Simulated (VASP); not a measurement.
# Ag (P6/mmm) in VASP: relaxation of cell and atoms with BLYP

Aim: the relaxation of cell and atoms of Ag with BLYP.

All numbers are computed with VASP 6.6.1; they aren't measurements. Logs are shortened: lines on timing, memory, paths and dates and some standing lists are left out, and cuts for length are marked.

### 1 The cell of the first run

Symmetry: P6/mmm, No. 191, hexagonal system. Conventional cell: a = 4.585 Å, b = 4.585 Å, c = 2.811 Å, α = 90.00°, β = 90.00°, γ = 120.00°. Ag (site symmetry 6/mmm) has 14 Ag at 2.81 to 3.00 Å within 3.7 Å. Ag (site symmetry -6m2) has 11 Ag at 2.65 to 3.00 Å within 3.5 Å.

### 2 Relaxation of cell and atoms, BLYP

INCAR

```
SYSTEM = Ag
  AGGAC = 1.0
  AGGAX = 1.0
  ALDAC = 0.0
  ALDAX = 1.0
  ALGO = Normal
  EDIFF = 1E-6
  EDIFFG = -0.01
  ENCUT = 600
  GGA = B5
  IBRION = 2
  ISIF = 3
  ISMEAR = -1
  LASPH = .TRUE.
  LCHARG = .FALSE.
  LREAL = .FALSE.
  LWAVE = .FALSE.
  NELM = 80
  NSW = 80
  PREC = Accurate
  SIGMA = 0.1
```

KPOINTS

```
k-points
0
G
  8 8 11
  0 0 0
```

POSCAR

```
Ag
1.0
    4.5850386948      0.0000000000      0.0000000000
   -2.2925193474      3.9707599870      0.0000000000
    0.0000000000      0.0000000000      2.8106287199
Ag
3
Direct
    0.0000000000      0.0000000000      0.0000000000
    0.3333333333      0.6666666667      0.5000000000
    0.6666666667      0.3333333333      0.5000000000
```

Potentials or basis: VASP PAW PBE potentials, release 64 (Ag).

Started as:

```sh
cat potpaw_PBE.64/Ag/POTCAR > POTCAR
mpirun -np 1 vasp_std > vasp.out
```

OUTCAR:

```text
SYSTEM = Ag
   EDIFF = 1E-6
   EDIFFG = -0.01
   ENCUT = 600
   GGA = B5
   IBRION = 2
   ISIF = 3
   ISMEAR = -1
   LASPH = .TRUE.
   LREAL = .FALSE.
   NELM = 80
   NSW = 80
   PREC = Accurate

 ion  position               nearest neighbor table
   1  0.000  0.000  0.000-   2 3.00   3 3.00   2 3.00   3 3.00   2 3.00   2 3.00   3 3.00   3 3.00
                             3 3.00   3 3.00   2 3.00   2 3.00
   2  0.333  0.667  0.500-   3 2.65   3 2.65   3 2.65   1 3.00   1 3.00   1 3.00   1 3.00   1 3.00
                             1 3.00
   3  0.667  0.333  0.500-   2 2.65   2 2.65   2 2.65   1 3.00   1 3.00   1 3.00   1 3.00   1 3.00
                             1 3.00

  LATTYP: Found a hexagonal cell.
 ALAT       =     4.5850386948
 C/A-ratio  =     0.6130000000

  Lattice vectors:

 A1 = (   4.5850386948,   0.0000000000,   0.0000000000)
 A2 = (  -2.2925193474,   3.9707599870,   0.0000000000)
 A3 = (   0.0000000000,   0.0000000000,   2.8106287199)

Analysis of symmetry for initial positions (statically):
=====================================================================
 Subroutine PRICEL returns:
 Original cell was already a primitive cell.

 Routine SETGRP: Setting up the symmetry group for a
 hexagonal supercell.

 Subroutine GETGRP returns: Found 24 space group operations
 (whereof 24 operations were pure point group operations)
 out of a pool of 24 trial point group operations.

The static configuration has the point symmetry D_6h.

Analysis of symmetry for dynamics (positions and initial velocities):
=====================================================================
 Subroutine PRICEL returns:
 Original cell was already a primitive cell.

 Routine SETGRP: Setting up the symmetry group for a
 hexagonal supercell.

 Subroutine GETGRP returns: Found 24 space group operations
 (whereof 24 operations were pure point group operations)
 out of a pool of 24 trial point group operations.

The dynamic configuration has the point symmetry D_6h.

 Subroutine INISYM returns: Found 24 space group operations
 (whereof 24 operations are pure point group operations),
 and found     1 'primitive' translations

----------------------------------------------------------------------------------------

                                     Primitive cell

  volume of cell :      51.1706

  direct lattice vectors                    reciprocal lattice vectors
     4.585038695  0.000000000  0.000000000     0.218100668  0.125920479  0.000000000
    -2.292519347  3.970759987  0.000000000     0.000000000  0.251840958  0.000000000
     0.000000000  0.000000000  2.810628720     0.000000000  0.000000000  0.355792280

  length of vectors
     4.585038695  4.585038695  2.810628720     0.251840958  0.251840958  0.355792280

  position of ions in fractional coordinates (direct lattice)
     0.000000000  0.000000000  0.000000000
     0.333333333  0.666666667  0.500000000
     0.666666667  0.333333333  0.500000000

  ion indices of the primitive-cell ions
   primitive index   ion index
                 1           1
                 2           2
                 3           3

----------------------------------------------------------------------------------------

 KPOINTS: k-points

Automatic generation of k-mesh.
 Grid dimensions read from file:
 generate k-points for:    8    8   11

 Generating k-lattice:

  Cartesian coordinates                     Fractional coordinates (reciprocal lattice)
     0.027262583  0.015740060  0.000000000     0.125000000  0.000000000  0.000000000
     0.000000000  0.031480120  0.000000000     0.000000000  0.125000000  0.000000000
     0.000000000  0.000000000  0.032344753     0.000000000  0.000000000  0.090909091

  Length of vectors
     0.031480120  0.031480120  0.032344753

  Shift w.r.t. Gamma in fractional coordinates (k-lattice)
     0.000000000  0.000000000  0.000000000

 Subroutine IBZKPT returns following result:
 ===========================================

 Found     60 irreducible k-points:

 Following reciprocal coordinates:
            Coordinates               Weight
  0.000000  0.000000  0.000000      1.000000
  0.125000 -0.000000  0.000000      6.000000
  0.250000 -0.000000  0.000000      6.000000
  0.375000 -0.000000  0.000000      6.000000
  0.500000 -0.000000  0.000000      3.000000
  0.125000  0.125000  0.000000      6.000000
[... 16 lines left out ...]
  0.250000 -0.000000  0.181818     12.000000
  0.375000 -0.000000  0.181818     12.000000
 [... further k-points ...]
   k-points           NKPTS =     60   k-points in BZ     NKDIM =     60   number of bands    NBANDS=     20
   number of dos      NEDOS =    301   number of ions     NIONS =      3
   total plane-waves  NPLWV =  38400
   dimension x,y,z NGX =    40 NGY =   40 NGZ =   24
   dimension x,y,z NGXF=    80 NGYF=   80 NGZF=   48
   ions per type =               3
   NGX,Y,Z   is equivalent  to a cutoff of  14.50, 14.50, 14.20 a.u.
   NGXF,Y,Z  is equivalent  to a cutoff of  29.01, 29.01, 28.39 a.u.
 SYSTEM =  Ag
   PREC   = accura    normal or accurate (medium, high low for compatibility)
   ISTART =      0    job   : 0-new  1-cont  2-samecut
   ICHARG =      2    charge: 1-file 2-atom 10-const
   ISPIN  =      1    spin polarized calculation?
   LNONCOLLINEAR =      F non collinear calculations
   LSORBIT =      F    spin-orbit coupling
   LASPH  =      T    aspherical Exc in radial PAW
   ENCUT  =  600.0 eV  44.10 Ry    6.64 a.u.   9.16  9.16  5.61*2*pi/ulx,y,z
   NELM   =     80;   NELMIN=  2; NELMDL= -5     # of ELM steps
   EDIFF  = 0.1E-05   stopping-criterion for ELM
   LREAL  =      F    real-space projection
   EDIFFG = -.1E-01   stopping-criterion for IOM
   NSW    =     80    number of steps for IOM
   IBRION =      2    ionic relax: 0-MD 1-quasi-New 2-CG
   NFREE  =      1    steps in history (QN), initial steepest desc. (CG)
   ISIF   =      3    stress and relaxation
   ISYM   =      2    0-nonsym 1-usesym 2-fastsym
   POTIM  = 0.5000    time-step for ionic-motion
   TEBEG  =    0.0;   TEEND  =   0.0 temperature during run
   PSTRESS=    0.0 pullay stress
   NELECT =      33.0000    total number of electrons
   NUPDOWN=      -1.0000    fix difference up-down
   EMIN   =  10.00;   EMAX   =-10.00  energy-range for DOS
   EFERMI =   0.00;   METHOD = LEGACY
   ISMEAR =    -1;   SIGMA  =   0.10  broadening in eV -4-tet -1-fermi 0-gaus
   EFERMI_NEDOS =   21; number of points for ismear=-14 and -15
   IALGO  =     38    algorithm
   IMIX   =      4    mixing-type and parameters
     AMIX     =   0.40;   BMIX     =  1.00
     AMIX_MAG =   1.60;   BMIX_MAG =  1.00
  volume/ion in A,a.u.               =      17.06       115.11
  Fermi-wavevector in a.u.,A,eV,Ry     =   1.414402  2.672832 27.218893  2.000532
  Thomas-Fermi vector in A             =   2.535948
   LORBIT       =      0    0 simple, 1 ext, 2 COOP (PROOUT), +10 PAW based schemes
   GGA     = B5    functional components
   LHFCALC =     F    Hartree Fock is set to
   AEXX    =    0.0000 exact exchange contribution
   IVDW    =     0    specifies the selected vdW correction
   LEPSILON=     F    determine dielectric tensor
   LRPA    =     F    only Hartree local field effects (RPA)
 conjugate gradient relaxation of ions
 non-spin polarized calculation
  energy-cutoff  :      600.00
  volume of cell :       51.17
 maximum number of plane-waves:      1722
 NGX is ok and might be reduce to    40
   NGX = 19   NGY = 19   NGZ = 11

--------------------------------------- Ionic step        1  -------------------------------------------

 number of electron      33.0000005 magnetization

 Free energy of the ion-electron system (eV)
  ---------------------------------------------------
  ext. energy  EPLUGINS =         0.00000000
  ---------------------------------------------------
  free energy    TOTEN  =        -5.82855276 eV

  energy without entropy =       -5.79867794  energy(sigma->0) =       -5.81361535

------------------------ aborting loop because EDIFF is reached ----------------------------------------

  FORCE on cell =-STRESS in cart. coord.  units (eV):
  Direction    XX          YY          ZZ          XY          YZ          ZX
  --------------------------------------------------------------------------------------
  -------------------------------------------------------------------------------------
  Total        5.1833516      5.1833516      3.8077824      0.0000000      0.0000000      0.0000000
  in kB      162.2935003    162.2935003    119.2236978      0.0000000      0.0000000      0.0000000
  external PRESSURE =     147.9368995 kB  Pullay stress =       0.0000000 kB
[... 170 lines left out ...]
  energy  without entropy=       -6.1227202882  energy(sigma->0) =       -6.13802923

--------------------------------------- Ionic step        6  -------------------------------------------

 number of electron      32.9999999 magnetization

 Free energy of the ion-electron system (eV)
  ---------------------------------------------------
  ext. energy  EPLUGINS =         0.00000000
  ---------------------------------------------------
  free energy    TOTEN  =        -6.15357670 eV

  energy without entropy =       -6.12315240  energy(sigma->0) =       -6.13836455

 E-fermi :   7.1180     XC(G=0): -10.7854

 val. band max:        7.0972451443   @ k =   0.3750   0.2500   0.3636
 cond. band min:       7.1181150188   @ k =   0.3750   0.2500   0.2727
 fundamental gap:      0.0208698745
 Fermi energy:         7.1179607084

 k-point     1 :       0.0000    0.0000    0.0000
  band No.  band energies     occupation
      1       0.3314      2.00000
      2       1.3973      2.00000
      3       2.2354      2.00000
      4       2.3707      2.00000
      5       2.4956      2.00000
      6       2.4956      2.00000
[... 12 lines left out ...]
     19      11.3527      0.00000
[... 513 lines left out ...]
      4       2.0855      2.00000
      5       2.4403      2.00000
      6       2.5322      2.00000
[... 12 lines left out ...]
     19      10.4554      0.00000
     20      15.8202      0.00000

 [... further k-points ...]
[... 5 lines left out ...]
  --------------------------------------------------------------------------------------
  -------------------------------------------------------------------------------------
  Total       -0.0236411     -0.0236411     -0.0269055      0.0000000      0.0000000     -0.0000000
  in kB       -0.6385031     -0.6385031     -0.7266676      0.0000000      0.0000000     -0.0000000
  external PRESSURE =      -0.6678913 kB  Pullay stress =       0.0000000 kB
[... 18 lines left out ...]
  FREE ENERGIE OF THE ION-ELECTRON SYSTEM (eV)
  ---------------------------------------------------
  free  energy   TOTEN  =        -6.1535767026 eV

  energy  without entropy=       -6.1231523989  energy(sigma->0) =       -6.13836455

 reached required accuracy - stopping structural energy minimisation
```

It took 5.1 min on 1 thread of Intel Xeon Platinum 8259CL at 2.50GHz (Skylake/Cascade Lake), shared host; peak memory 0.22 GiB.

What came out:

```
Free energy                            : -6.1536 eV
Relaxed volume                         : 19.77 Å³/atom
Relaxed cell                           : a = 4.855 Å, b = 4.855 Å, c = 2.907 Å, α = 90.00°, β = 90.00°, γ = 120.00°
Space group after relaxing (to 0.05 Å) : P6/mmm (No. 191)
Energy gained by relaxing              : 108.3 meV/atom
Ionic steps                            : 6
Pressure after relaxing                : -0.1 GPa
```

The path:
| step | energy change (eV) | largest force (eV/Å) | pressure (GPa) | volume (Å³) |
| --- | --- | --- | --- | --- |
| 1 | 0.0000 | 0.0000 | 14.79 | 51.17 |
| 2 | -0.2665 | 0.0000 | -3.83 | 63.73 |
| 3 | -0.3240 | 0.0000 | 0.02 | 59.23 |
| 4 | -0.3239 | 0.0000 | -0.15 | 59.40 |
| 5 | -0.3248 | 0.0000 | -0.12 | 59.36 |
| 6 | -0.3250 | 0.0000 | -0.07 | 59.32 |

Final structure:
```yaml
crystal:
  lattice:
    - [4.85451, 0.00000, 0.00000]
    - [-2.42726, 4.20413, 0.00000]
    - [0.00000, 0.00000, 2.90666]
  atoms:
    - { symbol: Ag, position: [0.00000, 0.00000, 0.00000] }
    - { symbol: Ag, position: [0.33333, 0.66667, 0.50000] }
    - { symbol: Ag, position: [0.66667, 0.33333, 0.50000] }
```

Levels at points of the mesh, in eV from the Fermi level:
| k point | band 14 | band 15 | band 16 | band 17 | band 18 | band 19 |
| --- | --- | --- | --- | --- | --- | --- |
| (0.00, 0.00, 0.00) | -3.83 | -3.03 | -3.03 | 4.04 | 4.23 | 4.23 |
| (0.50, 0.00, 0.00) | -3.25 | -3.06 | -2.98 | -2.70 | 0.25 | 3.06 |

Caveat: the volume moved by over 15 % at a fixed basis, so the end points are rough; the PAW data sets were made with another functional, which shifts forces and pressure a little.
